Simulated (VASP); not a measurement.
# Ag (Fm-3m) in VASP: further runs

Runs on Ag. Level: LDA. Tasks: single point.

All numbers are computed with VASP 6.6.1; they aren't measurements. Logs are shortened: lines on timing, memory, paths and dates and some standing lists are left out, and cuts for length are marked.

## Step 1: The cell of the first run

Symmetry: Fm-3m, No. 225, cubic system. The conventional cell has a = 4.009 Å, b = 4.009 Å, c = 4.009 Å, α = 90.00°, β = 90.00°, γ = 90.00°. Within 3.7 Å of Ag (site symmetry m-3m) lie 12 Ag at 2.83 Å.

## Step 2: Single point, LDA

INCAR

```
PREC     = Accurate       # precision mode
ENCUT    = 520            # plane-wave cutoff, eV
EDIFF    = 1E-6           # SCF threshold, eV
ISMEAR   = 0              # smearing method
SIGMA    = 0.1            # smearing width, eV
LREAL    = F              # projectors in reciprocal space
LASPH    = T              # aspherical terms in the spheres
NELM     = 80             # most SCF steps
ALGO     = Normal         # electronic algorithm
ISIF     = 2              # what is computed and relaxed
LWAVE    = F              # write WAVECAR
LCHARG   = F              # write CHGCAR
NBANDS   = 12             # bands
```

KPOINTS

```
Automatic mesh
0
Gamma
  8 8 8
```

POSCAR

```
Ag
1.0
    0.0000000000      2.0046159250      2.0046159250
    2.0046159250      0.0000000000      2.0046159250
    2.0046159250      2.0046159250      0.0000000000
Ag
1
Direct
    0.0000000000      0.0000000000      0.0000000000
```

Potentials or basis: VASP PAW LDA potentials, release 64 (Ag).

On the command line:

```sh
cat potpaw_LDA.64/Ag/POTCAR > POTCAR
mpirun -np 1 vasp_std > vasp.out
```

OUTCAR:

```text
PREC = Accurate
   ENCUT = 520
   EDIFF = 1E-6
   ISMEAR = 0
   LREAL = F
   LASPH = T
   NELM = 80
   ISIF = 2

 ion  position               nearest neighbor table
   1  0.000  0.000  0.000-

  LATTYP: Found a face centered cubic cell.
 ALAT       =     4.0092318500

  Lattice vectors:

 A1 = (   0.0000000000,   2.0046159250,   2.0046159250)
 A2 = (   2.0046159250,   0.0000000000,   2.0046159250)
 A3 = (   2.0046159250,   2.0046159250,   0.0000000000)

Analysis of symmetry for initial positions (statically):
=====================================================================
 Subroutine PRICEL returns:
 Original cell was already a primitive cell.

 Routine SETGRP: Setting up the symmetry group for a
 face centered cubic supercell.

 Subroutine GETGRP returns: Found 48 space group operations
 (whereof 48 operations were pure point group operations)
 out of a pool of 48 trial point group operations.

The static configuration has the point symmetry O_h .

Analysis of symmetry for dynamics (positions and initial velocities):
=====================================================================
 Subroutine PRICEL returns:
 Original cell was already a primitive cell.

 Routine SETGRP: Setting up the symmetry group for a
 face centered cubic supercell.

 Subroutine GETGRP returns: Found 48 space group operations
 (whereof 48 operations were pure point group operations)
 out of a pool of 48 trial point group operations.

The dynamic configuration has the point symmetry O_h .

 Subroutine INISYM returns: Found 48 space group operations
 (whereof 48 operations are pure point group operations),
 and found     1 'primitive' translations

----------------------------------------------------------------------------------------

                                     Primitive cell

  volume of cell :      16.1110

  direct lattice vectors                    reciprocal lattice vectors
     0.000000000  2.004615925  2.004615925    -0.249424338  0.249424338  0.249424338
     2.004615925  0.000000000  2.004615925     0.249424338 -0.249424338  0.249424338
     2.004615925  2.004615925  0.000000000     0.249424338  0.249424338 -0.249424338

  length of vectors
     2.834955028  2.834955028  2.834955028     0.432015626  0.432015626  0.432015626

  position of ions in fractional coordinates (direct lattice)
     0.000000000  0.000000000  0.000000000

  ion indices of the primitive-cell ions
   primitive index   ion index
                 1           1

----------------------------------------------------------------------------------------

 KPOINTS: Automatic mesh

Automatic generation of k-mesh.
 Grid dimensions read from file:
 generate k-points for:    8    8    8

 Generating k-lattice:

  Cartesian coordinates                     Fractional coordinates (reciprocal lattice)
    -0.031178042  0.031178042  0.031178042     0.125000000  0.000000000  0.000000000
     0.031178042 -0.031178042  0.031178042     0.000000000  0.125000000  0.000000000
     0.031178042  0.031178042 -0.031178042     0.000000000  0.000000000  0.125000000

  Length of vectors
     0.054001953  0.054001953  0.054001953

  Shift w.r.t. Gamma in fractional coordinates (k-lattice)
     0.000000000  0.000000000  0.000000000

 Subroutine IBZKPT returns following result:
 ===========================================

 Found     29 irreducible k-points:

 Following reciprocal coordinates:
            Coordinates               Weight
  0.000000  0.000000  0.000000      1.000000
  0.125000  0.000000  0.000000      8.000000
  0.250000  0.000000  0.000000      8.000000
  0.375000  0.000000  0.000000      8.000000
  0.500000  0.000000  0.000000      4.000000
  0.125000  0.125000  0.000000      6.000000
[... 16 lines left out ...]
  0.500000  0.250000  0.125000     48.000000
 -0.375000  0.250000  0.125000     24.000000
 [... further k-points ...]
   k-points           NKPTS =     29   k-points in BZ     NKDIM =     29   number of bands    NBANDS=     12
   number of dos      NEDOS =    301   number of ions     NIONS =      1
   total plane-waves  NPLWV =  13824
   dimension x,y,z NGX =    24 NGY =   24 NGZ =   24
   dimension x,y,z NGXF=    48 NGYF=   48 NGZF=   48
   ions per type =               1
   NGX,Y,Z   is equivalent  to a cutoff of  14.07, 14.07, 14.07 a.u.
   NGXF,Y,Z  is equivalent  to a cutoff of  28.15, 28.15, 28.15 a.u.
 SYSTEM =  unknown system
   PREC   = accura    normal or accurate (medium, high low for compatibility)
   ISTART =      0    job   : 0-new  1-cont  2-samecut
   ICHARG =      2    charge: 1-file 2-atom 10-const
   ISPIN  =      1    spin polarized calculation?
   LNONCOLLINEAR =      F non collinear calculations
   LSORBIT =      F    spin-orbit coupling
   LASPH  =      T    aspherical Exc in radial PAW
   ENCUT  =  520.0 eV  38.22 Ry    6.18 a.u.   5.27  5.27  5.27*2*pi/ulx,y,z
   NELM   =     80;   NELMIN=  2; NELMDL= -5     # of ELM steps
   EDIFF  = 0.1E-05   stopping-criterion for ELM
   LREAL  =      F    real-space projection
   EDIFFG = 0.1E-04   stopping-criterion for IOM
   NSW    =      0    number of steps for IOM
   IBRION =     -1    ionic relax: 0-MD 1-quasi-New 2-CG
   NFREE  =      0    steps in history (QN), initial steepest desc. (CG)
   ISIF   =      2    stress and relaxation
   ISYM   =      2    0-nonsym 1-usesym 2-fastsym
   POTIM  = 0.5000    time-step for ionic-motion
   TEBEG  =    0.0;   TEEND  =   0.0 temperature during run
   PSTRESS=    0.0 pullay stress
   NELECT =      11.0000    total number of electrons
   NUPDOWN=      -1.0000    fix difference up-down
   EMIN   =  10.00;   EMAX   =-10.00  energy-range for DOS
   EFERMI =   0.00;   METHOD = LEGACY
   ISMEAR =     0;   SIGMA  =   0.10  broadening in eV -4-tet -1-fermi 0-gaus
   EFERMI_NEDOS =   21; number of points for ismear=-14 and -15
   IALGO  =     38    algorithm
   IMIX   =      4    mixing-type and parameters
     AMIX     =   0.40;   BMIX     =  1.00
     AMIX_MAG =   1.60;   BMIX_MAG =  1.00
  volume/ion in A,a.u.               =      16.11       108.72
  Fermi-wavevector in a.u.,A,eV,Ry     =   1.441555  2.724144 28.274006  2.078081
  Thomas-Fermi vector in A             =   2.560174
   LORBIT       =      0    0 simple, 1 ext, 2 COOP (PROOUT), +10 PAW based schemes
   GGA     = CA    functional components
   LHFCALC =     F    Hartree Fock is set to
   AEXX    =    0.0000 exact exchange contribution
   IVDW    =     0    specifies the selected vdW correction
   LEPSILON=     F    determine dielectric tensor
   LRPA    =     F    only Hartree local field effects (RPA)
 non-spin polarized calculation
 Gauss-broadening in eV      SIGMA  =   0.10
  energy-cutoff  :      520.00
  volume of cell :       16.11
 maximum number of plane-waves:       445
 NGX is ok and might be reduce to    24
   NGX = 11   NGY = 11   NGZ = 11

 number of electron      11.0000002 magnetization

 Free energy of the ion-electron system (eV)
  ---------------------------------------------------
  ext. energy  EPLUGINS =         0.00000000
  ---------------------------------------------------
  free energy    TOTEN  =        -3.74860123 eV

  energy without entropy =       -3.74556768  energy(sigma->0) =       -3.74708445

 E-fermi :   8.8155     XC(G=0): -12.9185

 val. band max:        8.7409386047   @ k =   0.5000   0.2500   0.1250
 cond. band min:       9.2121371519   @ k =   0.5000   0.3750   0.1250
 fundamental gap:      0.4711985473
 Fermi energy:         8.8155012308

 k-point     1 :       0.0000    0.0000    0.0000
  band No.  band energies     occupation
      1       0.7153      2.00000
      2       3.9908      2.00000
      3       3.9908      2.00000
      4       3.9908      2.00000
      5       5.1571      2.00000
      6       5.1571      2.00000
      7      25.0961      0.00000
      8      28.9414      0.00000
      9      28.9414      0.00000
     10      28.9414      0.00000
     11      34.1032      0.00000
     12      35.4865      0.00000

 k-point     2 :       0.1250    0.0000    0.0000
  band No.  band energies     occupation
      1       1.2091      2.00000
      2       3.8879      2.00000
      3       4.1219      2.00000
      4       4.1219      2.00000
      5       5.1169      2.00000
      6       5.1169      2.00000
      7      24.8403      0.00000
      8      26.3868      0.00000
      9      29.2095      0.00000
     10      29.2095      0.00000
     11      33.1145      0.00000
     12      34.6139      0.00000

 k-point     3 :       0.2500    0.0000    0.0000
  band No.  band energies     occupation
      1       2.1804      2.00000
      2       4.1879      2.00000
      3       4.2146      2.00000
      4       4.2146      2.00000
      5       5.2903      2.00000
      6       5.2903      2.00000
      7      20.5243      0.00000
      8      25.7939      0.00000
      9      29.2676      0.00000
     10      29.2676      0.00000
     11      32.4290      0.00000
     12      32.8360      0.00000

 k-point     4 :       0.3750    0.0000    0.0000
  band No.  band energies     occupation
      1       2.2940      2.00000
      2       4.0577      2.00000
      3       4.0577      2.00000
      4       5.7883      2.00000
      5       5.7883      2.00000
      6       6.3015      2.00000
      7      15.7706      0.00000
      8      24.8175      0.00000
      9      28.0153      0.00000
     10      28.0153      0.00000
     11      32.5462      0.00000
     12      32.5462      0.00000

 k-point     5 :       0.5000    0.0000    0.0000
  band No.  band energies     occupation
      1       2.2078      2.00000
      2       3.9673      2.00000
      3       3.9673      2.00000
      4       6.0456      2.00000
      5       6.0456      2.00000
      6       8.3777      2.00000
      7      12.8734      0.00000
      8      24.3592      0.00000
      9      27.2789      0.00000
     10      27.2789      0.00000
     11      32.6736      0.00000
     12      32.6736      0.00000
[... 228 lines left out ...]
      1       2.1654      2.00000
      2       2.3247      2.00000
      3       6.0144      2.00000
      4       6.2767      2.00000
      5       6.2767      2.00000
      6      10.4575      0.00000
      7      16.1467      0.00000
      8      19.8155      0.00000
      9      19.8155      0.00000
     10      26.9166      0.00000
     11      26.9985      0.00000
     12      38.9652      0.00000

 k-point    22 :       0.3750    0.2500    0.1250
  band No.  band energies     occupation
      1       3.0378      2.00000
      2       3.2804      2.00000
      3       4.0706      2.00000
      4       4.9563      2.00000
      5       5.1609      2.00000
      6       6.5179      2.00000
      7      21.2326      0.00000
      8      21.6470      0.00000
      9      25.6875      0.00000
     10      28.7770      0.00000
     11      31.0286      0.00000
     12      34.0665      0.00000

 k-point    23 :       0.5000    0.2500    0.1250
  band No.  band energies     occupation
      1       2.9965      2.00000
      2       3.6401      2.00000
      3       3.9941      2.00000
      4       4.8519      2.00000
      5       5.7141      2.00000
      6       8.7409      1.70833
      7      16.6379      0.00000
      8      21.1451      0.00000
      9      23.5162      0.00000
     10      28.5248      0.00000
     11      32.1414      0.00000
     12      35.8676      0.00000

 k-point    24 :      -0.3750    0.2500    0.1250
  band No.  band energies     occupation
      1       2.9359      2.00000
      2       3.4810      2.00000
      3       4.4426      2.00000
      4       4.6605      2.00000
      5       5.9577      2.00000
      6      11.3180      0.00000
      7      13.1687      0.00000
      8      21.8093      0.00000
      9      21.9484      0.00000
     10      27.8537      0.00000
     11      32.9191      0.00000
     12      36.9061      0.00000

 [... further k-points ...]

------------------------ aborting loop because EDIFF is reached ----------------------------------------

  FORCE on cell =-STRESS in cart. coord.  units (eV):
  Direction    XX          YY          ZZ          XY          YZ          ZX
  --------------------------------------------------------------------------------------
  -------------------------------------------------------------------------------------
  Total        0.0051163      0.0051163      0.0051163     -0.0000000      0.0000000     -0.0000000
  in kB        0.5087917      0.5087917      0.5087917     -0.0000000      0.0000000     -0.0000000
  external PRESSURE =       0.5087917 kB  Pullay stress =       0.0000000 kB

 VOLUME and BASIS-vectors are now :
 -----------------------------------------------------------------------------
  energy-cutoff  :      520.00
  volume of cell :       16.11
      direct lattice vectors                 reciprocal lattice vectors
     0.000000000  2.004615925  2.004615925    -0.249424338  0.249424338  0.249424338
     2.004615925  0.000000000  2.004615925     0.249424338 -0.249424338  0.249424338
     2.004615925  2.004615925  0.000000000     0.249424338  0.249424338 -0.249424338

 POSITION                                       TOTAL-FORCE (eV/Angst)
 -----------------------------------------------------------------------------------
      0.00000      0.00000      0.00000         0.000000      0.000000      0.000000
 -----------------------------------------------------------------------------------
    total drift:                               -0.000000      0.000000     -0.000000

  FREE ENERGIE OF THE ION-ELECTRON SYSTEM (eV)
  ---------------------------------------------------
  free  energy   TOTEN  =        -3.7486012319 eV

  energy  without entropy=       -3.7455676777  energy(sigma->0) =       -3.74708445
```

Run time: 3.5 s. Hardware: 1 thread of Intel Xeon Platinum 8259CL at 2.50GHz (Skylake/Cascade Lake), shared host; peak memory 0.13 GiB.

What came out:

| Property | Result |
| --- | --- |
| Free energy | -3.7486 eV |
| Pressure | 0.1 GPa |
| Band gap on the k mesh | zero (an odd number of electrons rules out a gap without spin polarisation) |

Levels at points of the mesh, in eV from the Fermi level:
| k point | band 4 | band 5 | band 6 | band 7 | band 8 | band 9 |
| --- | --- | --- | --- | --- | --- | --- |
| (0.00, 0.00, 0.00) | -4.82 | -3.66 | -3.66 | 16.28 | 20.13 | 20.13 |
| (0.50, 0.00, 0.00) | -2.77 | -2.77 | -0.44 | 4.06 | 15.54 | 18.46 |
| (0.50, 0.50, 0.00) | -2.54 | -2.54 | 1.64 | 7.33 | 11.00 | 11.00 |

## Step 3: Single point, LDA

This run uses another cell than the first one, of 17.68 Å³/atom.

INCAR

```
PREC = Accurate
ENCUT = 520
EDIFF = 1E-6
ISMEAR = 0
SIGMA = 0.1
LREAL = False
LASPH = True
NELM = 60
ALGO = Fast
ISIF = 2
LWAVE = False
LCHARG = False
NBANDS = 12
```

KPOINTS is that of step 2.

POSCAR

```
Ag
1.0
    0.0000000000      2.0675000000      2.0675000000
    2.0675000000      0.0000000000      2.0675000000
    2.0675000000      2.0675000000      0.0000000000
Ag
1
Direct
    0.0000000000      0.0000000000      0.0000000000
```

Potentials or basis: VASP PAW LDA potentials, release 64 (Ag).

On the command line:

```sh
cat potpaw_LDA.64/Ag/POTCAR > POTCAR
mpirun -np 1 vasp_std > vasp.out
```

OUTCAR:

```text
PREC = Accurate
   ENCUT = 520
   EDIFF = 1E-6
   ISMEAR = 0
   LREAL = False
   LASPH = True
   NELM = 60
   ISIF = 2

 ion  position               nearest neighbor table
   1  0.000  0.000  0.000-

  LATTYP: Found a face centered cubic cell.
 ALAT       =     4.1350000000

  Lattice vectors:

 A1 = (   0.0000000000,   2.0675000000,   2.0675000000)
 A2 = (   2.0675000000,   0.0000000000,   2.0675000000)
 A3 = (   2.0675000000,   2.0675000000,   0.0000000000)

Analysis of symmetry for initial positions (statically):
[... 532 lines left out ...]
      6       9.8938      0.00000
      7      11.3744      0.00000
      8      19.6587      0.00000
      9      19.9815      0.00000
     10      25.7888      0.00000
     11      30.4360      0.00000
     12      34.4537      0.00000

 [... further k-points ...]
[... 5 lines left out ...]
  --------------------------------------------------------------------------------------
  -------------------------------------------------------------------------------------
  Total       -1.0601038     -1.0601038     -1.0601038     -0.0000000      0.0000000     -0.0000000
  in kB      -96.0931452    -96.0931452    -96.0931452     -0.0000000      0.0000000     -0.0000000
  external PRESSURE =     -96.0931452 kB  Pullay stress =       0.0000000 kB

 VOLUME and BASIS-vectors are now :
 -----------------------------------------------------------------------------
  energy-cutoff  :      520.00
  volume of cell :       17.68
      direct lattice vectors                 reciprocal lattice vectors
     0.000000000  2.067500000  2.067500000    -0.241837969  0.241837969  0.241837969
     2.067500000  0.000000000  2.067500000     0.241837969 -0.241837969  0.241837969
     2.067500000  2.067500000  0.000000000     0.241837969  0.241837969 -0.241837969

 POSITION                                       TOTAL-FORCE (eV/Angst)
 -----------------------------------------------------------------------------------
      0.00000      0.00000      0.00000         0.000000     -0.000000     -0.000000
 -----------------------------------------------------------------------------------
    total drift:                               -0.000000      0.000000     -0.000000

  FREE ENERGIE OF THE ION-ELECTRON SYSTEM (eV)
  ---------------------------------------------------
  free  energy   TOTEN  =        -3.6969787659 eV

  energy  without entropy=       -3.6938876083  energy(sigma->0) =       -3.69543319
```

OSZICAR:

```text
N       E                     dE             d eps       ncg     rms          rms(c)
DAV:   1     0.526139628980E+02    0.52614E+02   -0.53527E+03   696   0.816E+02
DAV:   2    -0.319592257822E+01   -0.55810E+02   -0.53050E+02   784   0.196E+02
DAV:   3    -0.399149592363E+01   -0.79557E+00   -0.79521E+00   832   0.252E+01
DAV:   4    -0.399376707171E+01   -0.22711E-02   -0.22710E-02   804   0.139E+00
DAV:   5    -0.399378549288E+01   -0.18421E-04   -0.18422E-04   836   0.117E-01    0.504E+00
RMM:   6    -0.370958246938E+01    0.28420E+00   -0.44726E-01   700   0.592E+00    0.318E+00
RMM:   7    -0.370106536053E+01    0.85171E-02   -0.69261E-03   770   0.935E-01    0.186E+00
RMM:   8    -0.369697574154E+01    0.40896E-02   -0.87289E-04   791   0.334E-01    0.165E-01
RMM:   9    -0.369698173279E+01   -0.59913E-05   -0.10123E-04   819   0.830E-02    0.433E-02
RMM:  10    -0.369697897631E+01    0.27565E-05   -0.18327E-05   814   0.335E-02    0.190E-02
RMM:  11    -0.369697876585E+01    0.21046E-06   -0.47987E-06   661   0.138E-02
   1 F= -.36969788E+01 E0= -.36954332E+01  d E =-.309116E-02
```

stdout:

```text
POSCAR found type information on POSCAR Ag
 POSCAR found :  1 types and       1 ions
 scaLAPACK will be used
 LDA part: xc-table for (Slater(with rela. corr.)+CA(PZ))
 , standard interpolation
 POSCAR, INCAR and KPOINTS ok, starting setup
 FFT: planning ... GRIDC
 FFT: planning ... GRID_SOFT
 FFT: planning ... GRID
 WAVECAR not read
 entering main loop
```

Run time: 4 s. Hardware: 1 thread of Intel Xeon Platinum 8259CL at 2.50GHz (Skylake/Cascade Lake), shared host; peak memory 0.12 GiB.

Results:

```yaml
Free_energy: -3.6970 eV
Pressure: -9.6 GPa
Band_gap_on_the_k_mesh: zero (an odd number of electrons rules out a gap without spin polarisation)
```

Caveat: the cell stands under tension.

The gap in the log of VASP goes by the Fermi energy; the results here count the filled bands.